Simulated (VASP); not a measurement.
Write the native input for VASP 6.6.1 that does the following.

```
Task                               : single point
Functional                         : HSE06
Potentials or basis                : VASP PAW PBE potentials, release 64 (B, N)
Cutoff                             : 520 eV
k mesh                             : 8 × 8 × 8
Occupations                        : gaussian, width 0.01 eV
Spin                               : no spin polarisation
Dipole correction                  : no
Grid for exact exchange (PRECFOCK) : Normal
Further INCAR settings             : ALGO = Normal; EDIFF = 1e-06; NBANDS = 11
Share of exact exchange            : 0.25
Screening parameter                : 0.2079 1/Å
```

The system is BN.

```xyz
2
Lattice="0.0000 1.7525 1.8048 1.7525 0.0000 1.8048 1.7525 1.7525 0.0000" Properties=species:S:1:pos:R:3 pbc="T T T"
B     0.0000    0.0000    0.0000
N     0.8762    0.8762    0.9024
```

This cell differs from its parent crystal: biaxial xy strain -2.9%.

One way to write it, as run:

POSCAR

```
BN
1.0
    0.0000000000      1.7524846393      1.8048245513
    1.7524846393      0.0000000000      1.8048245513
    1.7524846393      1.7524846393      0.0000000000
B N
1 1
Direct
    0.0000000000      0.0000000000      0.0000000000
    0.2500000000      0.2500000000      0.2500000000
```

INCAR.step1

```
SYSTEM = BN
PREC = Accurate
ENCUT = 520
EDIFF = 1E-5
ISMEAR = 0
SIGMA = 0.01
LREAL = .False.
LASPH = .True.
NELM = 100
ALGO = Normal
ISIF = 2
LWAVE = .True.
LCHARG = .False.
GGA = PE
NBANDS = 11
```

INCAR.step2

```
SYSTEM = BN
PREC = Accurate
ENCUT = 520
EDIFF = 1E-6
ISMEAR = 0
SIGMA = 0.01
LREAL = .False.
LASPH = .True.
NELM = 100
ALGO = Normal
ISIF = 2
LWAVE = .False.
LCHARG = .False.
GGA = PE
LHFCALC = .True.
HFSCREEN = 0.2079
PRECFOCK = Normal
ISTART = 1
NBANDS = 11
```

KPOINTS

```
Automatic mesh
0
Gamma
  8 8 8
  0 0 0
```

Potentials or basis: VASP PAW PBE potentials, release 64 (B, N).

Run with:

```sh
$ cat potpaw_PBE.64/B/POTCAR potpaw_PBE.64/N/POTCAR > POTCAR
$ cp INCAR.step1 INCAR
$ mpirun -np 1 vasp_std > vasp.out
$ cp INCAR.step2 INCAR
$ mpirun -np 1 vasp_std > vasp.out
```

It gave:

* Pressure: 21.7 GPa
* Band gap on the k mesh: 5.57 eV (least direct gap 10.71 eV)

Caveat: the cell differs from its parent crystal (biaxial xy strain -2.9%); the cell stands under pressure; the PAW data sets were made with another functional, which shifts forces and pressure a little.

It took 35 min on 1 thread of AMD EPYC 7R43 64-Core Processor (Zen 3), on a shared host, peak memory 0.2 GiB.
